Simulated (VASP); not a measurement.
# SrCl2 (Fm-3m) in VASP: further runs

Runs on SrCl2. Level: PBEsol. Tasks: single point.

Everything below comes from runs of VASP 6.6.1. Logs are shortened: lines on timing, memory, paths and dates and some standing lists are left out, and cuts for length are marked.

### 1 The cell of the first run

It takes space group Fm-3m (No. 225, cubic). Conventional cell: a = 6.136 Å, b = 6.136 Å, c = 6.136 Å, α = 90.00°, β = 90.00°, γ = 90.00°. Within 3.5 Å of Sr (site symmetry m-3m) lie 8 Cl at 2.66 Å. Within 3.5 Å of Cl (site symmetry -43m) lie 4 Sr at 2.66 Å and 6 Cl at 3.07 Å.

### 2 Single point, PBEsol

The input, INCAR:

```
SYSTEM = SrCl2
ALGO = Normal
EDIFF = 1E-6
ENCUT = 520
GGA = PS
ISIF = 2
ISMEAR = -1
LASPH = .TRUE.
LCHARG = .FALSE.
LREAL = .FALSE.
LWAVE = .FALSE.
NBANDS = 19
NELM = 60
PREC = Accurate
SIGMA = 0.05
```

The input, KPOINTS:

```
k-points
0
G
  7 7 7
  0 0 0
```

The input, POSCAR:

```
SrCl2
1.0
    0.0000000000      3.0679942988      3.0679942988
    3.0679942988      0.0000000000      3.0679942988
    3.0679942988      3.0679942988      0.0000000000
Sr Cl
1 2
Direct
    0.0000000000      0.0000000000      0.0000000000
    0.7500000000      0.7500000000      0.7500000000
    0.2500000000      0.2500000000      0.2500000000
```

Potentials or basis: VASP PAW PBE potentials, release 64 (Sr_sv, Cl).

Run with:

```bash
cat potpaw_PBE.64/Sr_sv/POTCAR potpaw_PBE.64/Cl/POTCAR > POTCAR
mpirun -np 1 vasp_std > vasp.out
```

OUTCAR:

```text
SYSTEM = SrCl2
   EDIFF = 1E-6
   ENCUT = 520
   GGA = PS
   ISIF = 2
   ISMEAR = -1
   LASPH = .TRUE.
   LREAL = .FALSE.
   NELM = 60
   PREC = Accurate

 ion  position               nearest neighbor table
   1  0.000  0.000  0.000-   2 2.66   2 2.66   2 2.66   3 2.66   3 2.66   3 2.66   3 2.66   2 2.66

   2  0.750  0.750  0.750-   1 2.66   1 2.66   1 2.66   1 2.66
   3  0.250  0.250  0.250-   1 2.66   1 2.66   1 2.66   1 2.66

  LATTYP: Found a face centered cubic cell.
 ALAT       =     6.1359885976

  Lattice vectors:

 A1 = (   0.0000000000,   3.0679942988,   3.0679942988)
 A2 = (   3.0679942988,   0.0000000000,   3.0679942988)
 A3 = (   3.0679942988,   3.0679942988,   0.0000000000)

Analysis of symmetry for initial positions (statically):
=====================================================================
 Subroutine PRICEL returns:
 Original cell was already a primitive cell.

 Routine SETGRP: Setting up the symmetry group for a
 face centered cubic supercell.

 Subroutine GETGRP returns: Found 48 space group operations
 (whereof 48 operations were pure point group operations)
 out of a pool of 48 trial point group operations.

The static configuration has the point symmetry O_h .

Analysis of symmetry for dynamics (positions and initial velocities):
=====================================================================
 Subroutine PRICEL returns:
 Original cell was already a primitive cell.

 Routine SETGRP: Setting up the symmetry group for a
 face centered cubic supercell.

 Subroutine GETGRP returns: Found 48 space group operations
 (whereof 48 operations were pure point group operations)
 out of a pool of 48 trial point group operations.

The dynamic configuration has the point symmetry O_h .

 Subroutine INISYM returns: Found 48 space group operations
 (whereof 48 operations are pure point group operations),
 and found     1 'primitive' translations

----------------------------------------------------------------------------------------

                                     Primitive cell

  volume of cell :      57.7555

  direct lattice vectors                    reciprocal lattice vectors
     0.000000000  3.067994299  3.067994299    -0.162972923  0.162972923  0.162972923
[... 78 lines left out ...]
   LNONCOLLINEAR =      F non collinear calculations
   LSORBIT =      F    spin-orbit coupling
   LASPH  =      T    aspherical Exc in radial PAW
   ENCUT  =  520.0 eV  38.22 Ry    6.18 a.u.   8.07  8.07  8.07*2*pi/ulx,y,z
   NELM   =     60;   NELMIN=  2; NELMDL= -5     # of ELM steps
   EDIFF  = 0.1E-05   stopping-criterion for ELM
   LREAL  =      F    real-space projection
   EDIFFG = 0.1E-04   stopping-criterion for IOM
   NSW    =      0    number of steps for IOM
   IBRION =     -1    ionic relax: 0-MD 1-quasi-New 2-CG
   NFREE  =      0    steps in history (QN), initial steepest desc. (CG)
   ISIF   =      2    stress and relaxation
   ISYM   =      2    0-nonsym 1-usesym 2-fastsym
   POTIM  = 0.5000    time-step for ionic-motion
   TEBEG  =    0.0;   TEEND  =   0.0 temperature during run
   PSTRESS=    0.0 pullay stress
   NELECT =      24.0000    total number of electrons
   NUPDOWN=      -1.0000    fix difference up-down
   EMIN   =  10.00;   EMAX   =-10.00  energy-range for DOS
   EFERMI =   0.00;   METHOD = LEGACY
   ISMEAR =    -1;   SIGMA  =   0.05  broadening in eV -4-tet -1-fermi 0-gaus
   EFERMI_NEDOS =   21; number of points for ismear=-14 and -15
   IALGO  =     38    algorithm
   IMIX   =      4    mixing-type and parameters
     AMIX     =   0.40;   BMIX     =  1.00
     AMIX_MAG =   1.60;   BMIX_MAG =  1.00
  volume/ion in A,a.u.               =      19.25       129.92
  Fermi-wavevector in a.u.,A,eV,Ry     =   1.221652  2.308587 20.305778  1.492433
  Thomas-Fermi vector in A             =   2.356826
   LORBIT       =      0    0 simple, 1 ext, 2 COOP (PROOUT), +10 PAW based schemes
   GGA     = PS    functional components
   LHFCALC =     F    Hartree Fock is set to
   AEXX    =    0.0000 exact exchange contribution
   IVDW    =     0    specifies the selected vdW correction
   LEPSILON=     F    determine dielectric tensor
   LRPA    =     F    only Hartree local field effects (RPA)
 non-spin polarized calculation
  energy-cutoff  :      520.00
  volume of cell :       57.76
 maximum number of plane-waves:      1570
   NGX = 17   NGY = 17   NGZ = 17

 number of electron      24.0000002 magnetization

 Free energy of the ion-electron system (eV)
  ---------------------------------------------------
  ext. energy  EPLUGINS =         0.00000000
  ---------------------------------------------------
  free energy    TOTEN  =       -11.60565130 eV

  energy without entropy =      -11.60565130  energy(sigma->0) =      -11.60565130

 E-fermi :   4.2660     XC(G=0): -10.3134

 val. band max:        3.2392920135   @ k =  -0.4286   0.4286   0.0000
 cond. band min:       8.1906419604   @ k =   0.4286   0.4286   0.0000
 fundamental gap:      4.9513499469
 Fermi energy:         4.2659801199

 k-point     1 :       0.0000    0.0000    0.0000
  band No.  band energies     occupation
      1     -28.6785      2.00000
      2     -11.5692      2.00000
      3     -10.9420      2.00000
      4     -10.9420      2.00000
      5     -10.9420      2.00000
      6      -9.6090      2.00000
[... 417 lines left out ...]
      6      -8.9686      2.00000
[... 11 lines left out ...]
     18      14.6234      0.00000
     19      14.8661      0.00000

------------------------ aborting loop because EDIFF is reached ----------------------------------------

  FORCE on cell =-STRESS in cart. coord.  units (eV):
  Direction    XX          YY          ZZ          XY          YZ          ZX
  --------------------------------------------------------------------------------------
  -------------------------------------------------------------------------------------
  Total       11.0775047     11.0775047     11.0775047      0.0000000      0.0000000      0.0000000
  in kB      307.2973984    307.2973984    307.2973984      0.0000000      0.0000000      0.0000000
  external PRESSURE =     307.2973984 kB  Pullay stress =       0.0000000 kB

 VOLUME and BASIS-vectors are now :
 -----------------------------------------------------------------------------
  energy-cutoff  :      520.00
  volume of cell :       57.76
      direct lattice vectors                 reciprocal lattice vectors
     0.000000000  3.067994299  3.067994299    -0.162972923  0.162972923  0.162972923
     3.067994299  0.000000000  3.067994299     0.162972923 -0.162972923  0.162972923
     3.067994299  3.067994299  0.000000000     0.162972923  0.162972923 -0.162972923

 POSITION                                       TOTAL-FORCE (eV/Angst)
 -----------------------------------------------------------------------------------
      0.00000      0.00000      0.00000        -0.000000      0.000000      0.000000
      4.60199      4.60199      4.60199         0.000000      0.000000     -0.000000
      1.53400      1.53400      1.53400        -0.000000     -0.000000      0.000000
 -----------------------------------------------------------------------------------
    total drift:                                0.000000     -0.000000      0.000000

  FREE ENERGIE OF THE ION-ELECTRON SYSTEM (eV)
  ---------------------------------------------------
  free  energy   TOTEN  =       -11.6056513020 eV

  energy  without entropy=      -11.6056513019  energy(sigma->0) =      -11.60565130
```

stdout:

```text
POSCAR found type information on POSCAR SrCl
 POSCAR found :  2 types and       3 ions
 scaLAPACK will be used
 -----------------------------------------------------------------------------
|                                                                             |
|                                                                             |
|     You enforced a specific xc type in the INCAR file but a different       |
|     I HOPE YOU KNOW WHAT YOU ARE DOING!                                     |
|                                                                             |
 -----------------------------------------------------------------------------

 LDA part: xc-table for (Slater+PW92), standard interpolation
 POSCAR, INCAR and KPOINTS ok, starting setup
 FFT: planning ... GRIDC
 FFT: planning ... GRID_SOFT
 FFT: planning ... GRID
 WAVECAR not read
 entering main loop
```

It took 22 s on 1 thread of Intel Xeon Platinum 8259CL at 2.50GHz (Skylake/Cascade Lake), shared host; peak memory 0.18 GiB.

What came out:

- Free energy: -11.6057 eV
- Pressure: 30.7 GPa
- Band gap on the k mesh: 4.95 eV (least direct gap 5.13 eV)

Levels at points of the mesh, in eV from the valence-band top:
```tsv
k point	band 8	band 9	band 10	band 11	band 12	band 13	band 14	band 15	band 16	band 17
(0.00, 0.00, 0.00)	-3.89	-3.89	-0.45	-0.45	-0.45	5.29	5.29	6.66	9.52	9.52
```

Caveat: the cell stands under pressure; the PAW data sets were made with another functional, which shifts forces and pressure a little; an odd mesh through Γ misses points on the zone boundary, where band edges can lie.

### 3 Single point, PBEsol

This run uses another cell than the first one, of 20.76 Å³/atom.

The input, INCAR:

```
SYSTEM = SrCl2
  PREC = Accurate
  ENCUT = 520
  EDIFF = 1E-7
  ISMEAR = -1
  SIGMA = 0.05
  LREAL = .False.
  LASPH = .True.
  NELM = 80
  ALGO = Normal
  ISIF = 2
  LWAVE = .False.
  LCHARG = .False.
  GGA = PS
  NBANDS = 19
```

The input, KPOINTS:

```
regular mesh
0
Gamma
  7 7 7
  0 0 0
```

The input, POSCAR:

```
SrCl2
1.0
    0.0000000000      3.1459637076      3.1459637076
    3.1459637076      0.0000000000      3.1459637076
    3.1459637076      3.1459637076      0.0000000000
Sr Cl
1 2
Direct
    0.0000000000      0.0000000000      0.0000000000
    0.7500000000      0.7500000000      0.7500000000
    0.2500000000      0.2500000000      0.2500000000
```

Potentials or basis: VASP PAW PBE potentials, release 64 (Sr_sv, Cl).

Run with:

```bash
cat potpaw_PBE.64/Sr_sv/POTCAR potpaw_PBE.64/Cl/POTCAR > POTCAR
mpirun -np 1 vasp_std > vasp.out
```

OUTCAR:

```text
SYSTEM = SrCl2
   PREC = Accurate
   ENCUT = 520
   EDIFF = 1E-7
   ISMEAR = -1
   LREAL = .False.
   LASPH = .True.
   NELM = 80
   ISIF = 2
   GGA = PS

 ion  position               nearest neighbor table
   1  0.000  0.000  0.000-   2 2.72   2 2.72   2 2.72   2 2.72   3 2.72   3 2.72   3 2.72   3 2.72

   2  0.750  0.750  0.750-   1 2.72   1 2.72   1 2.72   1 2.72
   3  0.250  0.250  0.250-   1 2.72   1 2.72   1 2.72   1 2.72

  LATTYP: Found a face centered cubic cell.
 ALAT       =     6.2919274152

  Lattice vectors:

 A1 = (   0.0000000000,   3.1459637076,   3.1459637076)
 A2 = (   3.1459637076,   0.0000000000,   3.1459637076)
 A3 = (   3.1459637076,   3.1459637076,   0.0000000000)

Analysis of symmetry for initial positions (statically):
=====================================================================
 Subroutine PRICEL returns:
 Original cell was already a primitive cell.

 Routine SETGRP: Setting up the symmetry group for a
 face centered cubic supercell.

 Subroutine GETGRP returns: Found 48 space group operations
[... 158 lines left out ...]
  free energy    TOTEN  =       -12.32264517 eV

  energy without entropy =      -12.32264517  energy(sigma->0) =      -12.32264517

 E-fermi :   3.5727     XC(G=0):  -9.9407

 val. band max:        2.4974057528   @ k =  -0.4286   0.4286   0.0000
 cond. band min:       7.5925771883   @ k =   0.4286   0.4286   0.0000
 fundamental gap:      5.0951714356
 Fermi energy:         3.5727329885

 k-point     1 :       0.0000    0.0000    0.0000
  band No.  band energies     occupation
      1     -29.5034      2.00000
      2     -11.9529      2.00000
      3     -11.7102      2.00000
      4     -11.7102      2.00000
      5     -11.7102      2.00000
      6     -10.2507      2.00000
[... 417 lines left out ...]
      6      -9.8425      2.00000
[... 11 lines left out ...]
     18      13.5729      0.00000
     19      13.9979      0.00000

------------------------ aborting loop because EDIFF is reached ----------------------------------------

  FORCE on cell =-STRESS in cart. coord.  units (eV):
  Direction    XX          YY          ZZ          XY          YZ          ZX
  --------------------------------------------------------------------------------------
  -------------------------------------------------------------------------------------
  Total        7.9947157      7.9947157      7.9947157     -0.0000000      0.0000000     -0.0000000
  in kB      205.6944077    205.6944077    205.6944077     -0.0000000      0.0000000     -0.0000000
  external PRESSURE =     205.6944077 kB  Pullay stress =       0.0000000 kB

 VOLUME and BASIS-vectors are now :
 -----------------------------------------------------------------------------
  energy-cutoff  :      520.00
  volume of cell :       62.27
      direct lattice vectors                 reciprocal lattice vectors
     0.000000000  3.145963708  3.145963708    -0.158933811  0.158933811  0.158933811
     3.145963708  0.000000000  3.145963708     0.158933811 -0.158933811  0.158933811
     3.145963708  3.145963708  0.000000000     0.158933811  0.158933811 -0.158933811

 POSITION                                       TOTAL-FORCE (eV/Angst)
 -----------------------------------------------------------------------------------
      0.00000      0.00000      0.00000         0.000000      0.000000      0.000000
      4.71895      4.71895      4.71895        -0.000000      0.000000     -0.000000
      1.57298      1.57298      1.57298         0.000000     -0.000000      0.000000
 -----------------------------------------------------------------------------------
    total drift:                                0.000000      0.000000      0.000000

  FREE ENERGIE OF THE ION-ELECTRON SYSTEM (eV)
  ---------------------------------------------------
  free  energy   TOTEN  =       -12.3226451746 eV

  energy  without entropy=      -12.3226451746  energy(sigma->0) =      -12.32264517
```

OSZICAR:

```text
N       E                     dE             d eps       ncg     rms          rms(c)
DAV:   1     0.140931183446E+03    0.14093E+03   -0.12245E+04   760   0.118E+03
DAV:   2    -0.517940915487E+01   -0.14611E+03   -0.14245E+03   978   0.232E+02
DAV:   3    -0.123628624640E+02   -0.71835E+01   -0.71599E+01  1021   0.521E+01
DAV:   4    -0.125717300526E+02   -0.20887E+00   -0.20865E+00  1181   0.755E+00
DAV:   5    -0.125748134576E+02   -0.30834E-02   -0.30827E-02  1034   0.855E-01    0.287E+01
DAV:   6    -0.123475861822E+02    0.22723E+00   -0.33520E-01   862   0.323E+00    0.174E+01
DAV:   7    -0.123250279496E+02    0.22558E-01   -0.30138E-01   862   0.326E+00    0.114E+00
DAV:   8    -0.123209082806E+02    0.41197E-02   -0.42064E-02   875   0.117E+00    0.327E-01
DAV:   9    -0.123220315001E+02   -0.11232E-02   -0.17535E-03   901   0.294E-01    0.139E-01
DAV:  10    -0.123225232102E+02   -0.49171E-03   -0.29392E-04   898   0.951E-02    0.435E-02
DAV:  11    -0.123226378237E+02   -0.11461E-03   -0.10679E-04   893   0.545E-02    0.226E-02
DAV:  12    -0.123226446378E+02   -0.68141E-05   -0.81263E-06   972   0.158E-02    0.472E-03
DAV:  13    -0.123226452716E+02   -0.63375E-06   -0.96424E-07   893   0.624E-03    0.330E-03
DAV:  14    -0.123226451746E+02    0.96933E-07   -0.82693E-08   818   0.182E-03
   1 F= -.12322645E+02 E0= -.12322645E+02  d E =-.388474E-10
```

Run time: 31 s. Hardware: 1 thread of Intel Xeon Platinum 8259CL at 2.50GHz (Skylake/Cascade Lake), shared host; peak memory 0.2 GiB.

Results:

| Item | Value |
| --- | --- |
| Free energy | -12.3226 eV |
| Pressure | 20.6 GPa |
| Band gap on the k mesh | 5.10 eV (least direct gap 5.26 eV) |

Caveat: the cell stands under pressure; the PAW data sets were made with another functional, which shifts forces and pressure a little; an odd mesh through Γ misses points on the zone boundary, where band edges can lie.

[end of part 1 of 2]
